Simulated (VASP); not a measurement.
# InSe (km) (C2/m) in VASP: single point with PBEsol

Aim: the single point of InSe (km) with PBEsol.

Program: VASP 6.6.1. These are calculated values, not measurements. Logs are shortened: lines on timing, memory, paths and dates and some standing lists are left out, and cuts for length are marked.

### 1 The cell of the first run

Symmetry: C2/m, No. 12, monoclinic system. The conventional cell has a = 11.749 Å, b = 4.111 Å, c = 4.565 Å, α = 90.00°, β = 110.64°, γ = 90.00°. Within 3.5 Å of In (site symmetry m) lie 3 Se at 2.67 to 2.70 Å and 1 In at 2.79 Å. Within 3.5 Å of Se (site symmetry m) lie 3 In at 2.67 to 2.70 Å and 1 Se at 3.40 Å.

### 2 Single point, PBEsol

INCAR reads:

```
SYSTEM = InSe
ALGO = Normal
EDIFF = 1E-6
ENCUT = 500
GGA = PS
GGA_COMPAT = .FALSE.
ISIF = 2
ISMEAR = 0
LASPH = .TRUE.
LCHARG = .TRUE.
LELF = .TRUE.
LREAL = .FALSE.
LVHAR = .TRUE.
LWAVE = .FALSE.
NBANDS = 27
NELM = 120
PREC = Accurate
SIGMA = 0.02
```

KPOINTS reads:

```
k-points
0
G
  4 4 4
  0 0 0
```

POSCAR reads:

```
InSe
1.0
    5.8737883427     -2.0555339839      0.0830706623
    5.8737883427      2.0555339839      0.0830706623
   -1.6692226459      0.0000000000      4.2483732475
In Se
2 2
Direct
    0.1142011500      0.1142011500      0.9708990778
    0.8857988500      0.8857988500      0.0291009222
    0.3452893273      0.3452893273      0.3625032441
    0.6547106727      0.6547106727      0.6374967559
```

Potentials or basis: VASP PAW PBE potentials, release 64 (In_d, Se).

Launch:

```bash
cat potpaw_PBE.64/In_d/POTCAR potpaw_PBE.64/Se/POTCAR > POTCAR
mpirun -np 1 vasp_std > vasp.out
```

OUTCAR:

```text
SYSTEM = InSe
   EDIFF = 1E-6
   ENCUT = 500
   GGA = PS
   ISIF = 2
   ISMEAR = 0
   LASPH = .TRUE.
   LREAL = .FALSE.
   NELM = 120
   PREC = Accurate

 ion  position               nearest neighbor table
   1  0.114  0.114  0.971-   3 2.67   4 2.70   4 2.70   2 2.79   2 3.73   2 3.73
   2  0.886  0.886  0.029-   4 2.67   3 2.70   3 2.70   1 2.79   1 3.73   1 3.73
   3  0.345  0.345  0.363-   1 2.67   2 2.70   2 2.70
   4  0.655  0.655  0.637-   2 2.67   1 2.70   1 2.70

  LATTYP: Found a base centered monoclinic cell.
 ALAT       =    11.7487514621
 B/A-ratio  =     0.3499153064
 C/A-ratio  =     0.3885123440
 COS(beta)  =    -0.3524956421

  Lattice vectors:

 A1 = (   5.8737883427,  -2.0555339839,   0.0830706623)
 A2 = (   5.8737883427,   2.0555339839,   0.0830706623)
 A3 = (  -1.6692226459,   0.0000000000,   4.2483732475)

Analysis of symmetry for initial positions (statically):
=====================================================================
 Subroutine PRICEL returns:
 Original cell was already a primitive cell.

 Routine SETGRP: Setting up the symmetry group for a
 base centered monoclinic supercell.

 Subroutine GETGRP returns: Found  4 space group operations
 (whereof  4 operations were pure point group operations)
 out of a pool of  4 trial point group operations.

The static configuration has the point symmetry C_2h.

Analysis of symmetry for dynamics (positions and initial velocities):
=====================================================================
 Subroutine PRICEL returns:
 Original cell was already a primitive cell.

 Routine SETGRP: Setting up the symmetry group for a
 base centered monoclinic supercell.

 Subroutine GETGRP returns: Found  4 space group operations
 (whereof  4 operations were pure point group operations)
 out of a pool of  4 trial point group operations.

The dynamic configuration has the point symmetry C_2h.

 Subroutine INISYM returns: Found  4 space group operations
 (whereof  4 operations are pure point group operations),
 and found     1 'primitive' translations

----------------------------------------------------------------------------------------

                                     Primitive cell

  volume of cell :     103.1578

  direct lattice vectors                    reciprocal lattice vectors
     5.873788343 -2.055533984  0.083070662     0.084653540 -0.243245796  0.033261109
     5.873788343  2.055533984  0.083070662     0.084653540  0.243245796  0.033261109
    -1.669222646  0.000000000  4.248373248    -0.003310550  0.000000000  0.234083471

  length of vectors
     6.223625165  6.223625165  4.564534970     0.259694129  0.259694129  0.234106880

  position of ions in fractional coordinates (direct lattice)
     0.114201150  0.114201150  0.970899078
     0.885798850  0.885798850  0.029100922
     0.345289327  0.345289327  0.362503244
     0.654710673  0.654710673  0.637496756

  ion indices of the primitive-cell ions
   primitive index   ion index
                 1           1
                 2           2
                 3           3
                 4           4

----------------------------------------------------------------------------------------

 KPOINTS: k-points

Automatic generation of k-mesh.
 Grid dimensions read from file:
 generate k-points for:    4    4    4

 Generating k-lattice:

  Cartesian coordinates                     Fractional coordinates (reciprocal lattice)
     0.021163385 -0.060811449  0.008315277     0.250000000 -0.000000000  0.000000000
     0.021163385  0.060811449  0.008315277    -0.000000000  0.250000000  0.000000000
    -0.000827637  0.000000000  0.058520868    -0.000000000 -0.000000000  0.250000000

  Length of vectors
     0.064923532  0.064923532  0.058526720

  Shift w.r.t. Gamma in fractional coordinates (k-lattice)
     0.000000000  0.000000000  0.000000000

 Subroutine IBZKPT returns following result:
 ===========================================

 Found     24 irreducible k-points:

 Following reciprocal coordinates:
            Coordinates               Weight
  0.000000  0.000000  0.000000      1.000000
  0.250000  0.000000  0.000000      4.000000
  0.500000  0.000000  0.000000      2.000000
  0.250000  0.250000  0.000000      2.000000
  0.500000  0.250000  0.000000      4.000000
 -0.250000  0.250000  0.000000      2.000000
[... 16 lines left out ...]
 -0.250000  0.250000  0.500000      2.000000
  0.500000  0.500000  0.500000      1.000000
   k-points           NKPTS =     24   k-points in BZ     NKDIM =     24   number of bands    NBANDS=     27
   number of dos      NEDOS =    301   number of ions     NIONS =      4
   total plane-waves  NPLWV =  82944
   dimension x,y,z NGX =    48 NGY =   48 NGZ =   36
   dimension x,y,z NGXF=    96 NGYF=   96 NGZF=   72
   ions per type =               2   2
   NGX,Y,Z   is equivalent  to a cutoff of  12.82, 12.82, 13.11 a.u.
   NGXF,Y,Z  is equivalent  to a cutoff of  25.64, 25.64, 26.22 a.u.
 SYSTEM =  InSe
   PREC   = accura    normal or accurate (medium, high low for compatibility)
   ISTART =      0    job   : 0-new  1-cont  2-samecut
   ICHARG =      2    charge: 1-file 2-atom 10-const
   ISPIN  =      1    spin polarized calculation?
   LNONCOLLINEAR =      F non collinear calculations
   LSORBIT =      F    spin-orbit coupling
   LASPH  =      T    aspherical Exc in radial PAW
   ENCUT  =  500.0 eV  36.75 Ry    6.06 a.u.  11.35 11.35  8.32*2*pi/ulx,y,z
   NELM   =    120;   NELMIN=  2; NELMDL= -5     # of ELM steps
   EDIFF  = 0.1E-05   stopping-criterion for ELM
   LREAL  =      F    real-space projection
   EDIFFG = 0.1E-04   stopping-criterion for IOM
   NSW    =      0    number of steps for IOM
   IBRION =     -1    ionic relax: 0-MD 1-quasi-New 2-CG
   NFREE  =      0    steps in history (QN), initial steepest desc. (CG)
   ISIF   =      2    stress and relaxation
   ISYM   =      2    0-nonsym 1-usesym 2-fastsym
   POTIM  = 0.5000    time-step for ionic-motion
   TEBEG  =    0.0;   TEEND  =   0.0 temperature during run
   PSTRESS=    0.0 pullay stress
   NELECT =      38.0000    total number of electrons
   NUPDOWN=      -1.0000    fix difference up-down
   EMIN   =  10.00;   EMAX   =-10.00  energy-range for DOS
   EFERMI =   0.00;   METHOD = LEGACY
   ISMEAR =     0;   SIGMA  =   0.02  broadening in eV -4-tet -1-fermi 0-gaus
   EFERMI_NEDOS =   21; number of points for ismear=-14 and -15
   IALGO  =     38    algorithm
   IMIX   =      4    mixing-type and parameters
     AMIX     =   0.40;   BMIX     =  1.00
     AMIX_MAG =   1.60;   BMIX_MAG =  1.00
  volume/ion in A,a.u.               =      25.79       174.04
  Fermi-wavevector in a.u.,A,eV,Ry     =   1.173551  2.217690 18.738242  1.377222
  Thomas-Fermi vector in A             =   2.309962
   LORBIT       =      0    0 simple, 1 ext, 2 COOP (PROOUT), +10 PAW based schemes
   GGA     = PS    functional components
   LHFCALC =     F    Hartree Fock is set to
   AEXX    =    0.0000 exact exchange contribution
   IVDW    =     0    specifies the selected vdW correction
   LEPSILON=     F    determine dielectric tensor
   LRPA    =     F    only Hartree local field effects (RPA)
 non-spin polarized calculation
 Gauss-broadening in eV      SIGMA  =   0.02
  energy-cutoff  :      500.00
  volume of cell :      103.16
 maximum number of plane-waves:      2649
 NGX is ok and might be reduce to    48
   NGX = 23   NGY = 23   NGZ = 17

 number of electron      38.0000000 magnetization

 Free energy of the ion-electron system (eV)
  ---------------------------------------------------
  ext. energy  EPLUGINS =         0.00000000
  ---------------------------------------------------
  free energy    TOTEN  =       -15.55976719 eV

  energy without entropy =      -15.55976719  energy(sigma->0) =      -15.55976719

 E-fermi :   4.8183     XC(G=0):  -9.8216

 val. band max:        4.6776706519   @ k =  -0.0000  -0.0000   0.5000
 cond. band min:       5.7355034810   @ k =  -0.0000  -0.0000   0.5000
 fundamental gap:      1.0578328291
 Fermi energy:         4.8182841534

 k-point     1 :       0.0000    0.0000    0.0000
  band No.  band energies     occupation
      1      -9.6888      2.00000
      2      -9.5831      2.00000
      3      -9.3530      2.00000
      4      -9.3375      2.00000
      5      -9.3012      2.00000
      6      -9.2954      2.00000
[... 19 lines left out ...]
     26      11.8462      0.00000
     27      13.6696      0.00000

 k-point     2 :       0.2500    0.0000    0.0000
  band No.  band energies     occupation
      1      -9.6723      2.00000
      2      -9.5798      2.00000
      3      -9.4823      2.00000
      4      -9.3467      2.00000
      5      -9.3079      2.00000
      6      -9.2864      2.00000
[... 19 lines left out ...]
     26      11.8802      0.00000
     27      12.8820      0.00000

 k-point     3 :       0.5000    0.0000    0.0000
  band No.  band energies     occupation
      1      -9.6624      2.00000
      2      -9.6222      2.00000
      3      -9.4788      2.00000
      4      -9.3974      2.00000
      5      -9.3109      2.00000
      6      -9.2890      2.00000
[... 19 lines left out ...]
     26      12.1829      0.00000
     27      13.5897      0.00000

 k-point     4 :       0.2500    0.2500    0.0000
  band No.  band energies     occupation
      1      -9.6971      2.00000
      2      -9.5392      2.00000
      3      -9.3948      2.00000
      4      -9.3414      2.00000
      5      -9.3074      2.00000
      6      -9.3021      2.00000
[... 19 lines left out ...]
     26      11.8131      0.00000
     27      13.0077      0.00000
[... 516 lines left out ...]
      4      -9.3993      2.00000
      5      -9.3376      2.00000
      6      -9.2694      2.00000
[... 19 lines left out ...]
     26      11.6745      0.00000
     27      12.8894      0.00000

 k-point    23 :      -0.2500    0.2500    0.5000
  band No.  band energies     occupation
      1      -9.7013      2.00000
      2      -9.6993      2.00000
      3      -9.5265      2.00000
      4      -9.3790      2.00000
      5      -9.3177      2.00000
      6      -9.2592      2.00000
[... 19 lines left out ...]
     26      12.6855      0.00000
     27      13.2669      0.00000

 k-point    24 :       0.5000    0.5000    0.5000
  band No.  band energies     occupation
      1      -9.6867      2.00000
      2      -9.4745      2.00000
      3      -9.4342      2.00000
      4      -9.4081      2.00000
      5      -9.3373      2.00000
      6      -9.2993      2.00000
[... 19 lines left out ...]
     26      12.0076      0.00000
     27      12.8219      0.00000

------------------------ aborting loop because EDIFF is reached ----------------------------------------

  FORCE on cell =-STRESS in cart. coord.  units (eV):
  Direction    XX          YY          ZZ          XY          YZ          ZX
  --------------------------------------------------------------------------------------
  -------------------------------------------------------------------------------------
  Total       -0.0524542      0.2271492     -0.0826026      0.0000000      0.0000000     -0.0255792
  in kB       -0.8146825      3.5279267     -1.2829279      0.0000000      0.0000000     -0.3972788
  external PRESSURE =       0.4767721 kB  Pullay stress =       0.0000000 kB

 VOLUME and BASIS-vectors are now :
 -----------------------------------------------------------------------------
  energy-cutoff  :      500.00
  volume of cell :      103.16
      direct lattice vectors                 reciprocal lattice vectors
     5.873788343 -2.055533984  0.083070662     0.084653540 -0.243245796  0.033261109
     5.873788343  2.055533984  0.083070662     0.084653540  0.243245796  0.033261109
    -1.669222646  0.000000000  4.248373248    -0.003310550  0.000000000  0.234083471

 POSITION                                       TOTAL-FORCE (eV/Angst)
 -----------------------------------------------------------------------------------
     -0.27906      0.00000      4.14372         0.004272      0.000000      0.007492
     10.35741      0.00000      0.27080        -0.004272      0.000000     -0.007492
      3.45121      0.00000      1.59742        -0.001570      0.000000      0.026415
      6.62714      0.00000      2.81710         0.001570      0.000000     -0.026415
 -----------------------------------------------------------------------------------
    total drift:                                0.000000      0.000000     -0.000000

  FREE ENERGIE OF THE ION-ELECTRON SYSTEM (eV)
  ---------------------------------------------------
  free  energy   TOTEN  =       -15.5597671928 eV

  energy  without entropy=      -15.5597671928  energy(sigma->0) =      -15.55976719
```

Run time: 91 s. Hardware: 1 thread of Intel Xeon 6975P-C, shared host; peak memory 0.29 GiB.

What came out:

```
Free energy            : -15.5598 eV
Pressure               : 0.0 GPa
Largest force          : 0.026 eV/Å
Band gap on the k mesh : 1.06 eV, direct
```

Forces on the atoms (eV/Å):
```
In   0.004  0.000  0.007
In  -0.004  0.000 -0.007
Se  -0.002  0.000  0.026
Se   0.002  0.000 -0.026
```

Caveat: the PAW data sets were made with another functional, which shifts forces and pressure a little; spin-orbit coupling is left out, which moves the levels of the heavy elements. A k mesh can miss the band edges.
